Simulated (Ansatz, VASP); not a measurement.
# Si2N in VASP and in Ansatz

INCAR

```
SYSTEM = Si2N
ALGO = Normal
EDIFF = 1E-7
ENCUT = 520
GGA = PE
ISIF = 2
ISMEAR = 0
LASPH = .True.
LCHARG = .False.
LREAL = .False.
LWAVE = .False.
NBANDS = 22
NELM = 100
PREC = Accurate
SIGMA = 0.1
```

File KPOINTS:

```
k-points
0
Gamma
  4 6 4
  0 0 0
```

POSCAR

```
Si2N
1.0
    4.9055337094      0.0000000000      0.0000000000
    0.0000000000      2.7721649561      0.0000000000
   -1.2488995444      0.0000000000      5.3685208632
Si N
4 2
Direct
    0.2583839341      0.0000000000      0.0572838403
    0.2600721171      0.5000000000      0.5957696473
    0.7416160659      0.0000000000      0.9427161597
    0.7399278829      0.5000000000      0.4042303527
    0.6528512693      0.5000000000      0.7187908664
    0.3471487307      0.5000000000      0.2812091336
```

Input for Ansatz:

```yaml
crystal:
  lattice:
    - [4.9055337094, 0.0, 0.0]
    - [0.0, 2.7721649561, 0.0]
    - [-1.2488995444, 0.0, 5.3685208632]
  atoms:
    - { symbol: Si, position: [0.2583839341, 0.0, 0.0572838403] }
    - { symbol: Si, position: [0.2600721171, 0.5, 0.5957696473] }
    - { symbol: Si, position: [0.7416160659, 0.0, 0.9427161597] }
    - { symbol: Si, position: [0.7399278829, 0.5, 0.4042303527] }
    - { symbol: "N", position: [0.6528512693, 0.5, 0.7187908664] }
    - { symbol: "N", position: [0.3471487307, 0.5, 0.2812091336] }
basis:
  ecutwfc: 420
kpoints:
  mp_grid: { grid: [4, 6, 4] }
hamiltonian:
  xc: pbe
scf:
  occupations: { method: gaussian, width: 0.1 }
  lower_state_search: "off"
output:
  forces: true
  stress: true
  eigenvalues: true
```

Change from the starting cell: the structure that the rattled cell fell into.

Alike in both runs: task single point; functional PBE; k mesh 4 × 6 × 4; occupations gaussian, width 0.1 eV; no spin polarisation.

```csv
,VASP,Ansatz
version,VASP 6.6.1,Ansatz 0.2.0
potentials or method,"VASP PAW PBE potentials, release 64 (Si, N), cutoff 520 eV","scalar-relativistic, plane waves, PAW"
valence electrons in the cell,26,26
```

|  | VASP | Ansatz | Ansatz less VASP |
| --- | --- | --- | --- |
| gap on the k mesh at the Fermi level (eV) | none | none | - |
| pressure (GPa) | 0.9 | 1.0 | +0.10 |
| traceless stress, the component that is largest in VASP (GPa) | -1.80 | -1.82 | -0.025 |
| rms of the force components (eV/Å) | 0.125 | 0.124 | -0.0008 |

Atom by atom the forces differ by 0.008 eV/Å (rms over components). A gap of «none» marks a metal or a gap that the smearing closes. The functional is the same, so the differences come from potentials, cutoffs and numerics.

The k mesh is coarse, so the values compare programs but aren't converged.
